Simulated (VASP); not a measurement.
C3N4, 7 atoms in the cell. Symmetry: R3m, No. 160, trigonal system. The conventional cell has a = 4.756 Å, b = 4.756 Å, c = 10.201 Å, α = 90.00°, β = 90.00°, γ = 120.00°. Within 1.8 Å of C (site symmetry m) lie 3 N at 1.32 to 1.45 Å. Within 1.8 Å of N (site symmetry m) lie 2 C at 1.32 Å. Within 1.9 Å of N (site symmetry 3m) lie 3 C at 1.45 Å. 

| Quantity | Value |
| --- | --- |
| Program | VASP 6.6.1 |
| Task | single point |
| Functional | PBEsol |
| Potentials or basis | VASP PAW PBE potentials, release 64 (C, N) |
| Cutoff | 520 eV |
| k mesh | 6 × 6 × 6 |
| Occupations | gaussian, width 0.02 eV |
| Spin | no spin polarisation |
| Dipole correction | no |
| Further INCAR settings | ALGO = Normal; EDIFF = 1e-07; NBANDS = 25 |

Potentials or basis: VASP PAW PBE potentials, release 64 (C, N).

Launch:

```bash
$ cat potpaw_PBE.64/C/POTCAR potpaw_PBE.64/N/POTCAR > POTCAR
$ mpirun -np 1 vasp_std > vasp.out
```

Hardware: 1 thread of Intel(R) Xeon(R) 6975P-C (Granite Rapids) (shared host).

**Question.** Estimate the wall time of this run.

**Answer.** Wall time 29 s on 1 thread of Intel(R) Xeon(R) 6975P-C (Granite Rapids) (shared host), peak memory 0.2 GiB. Counts: scf iterations 15, k points 32.
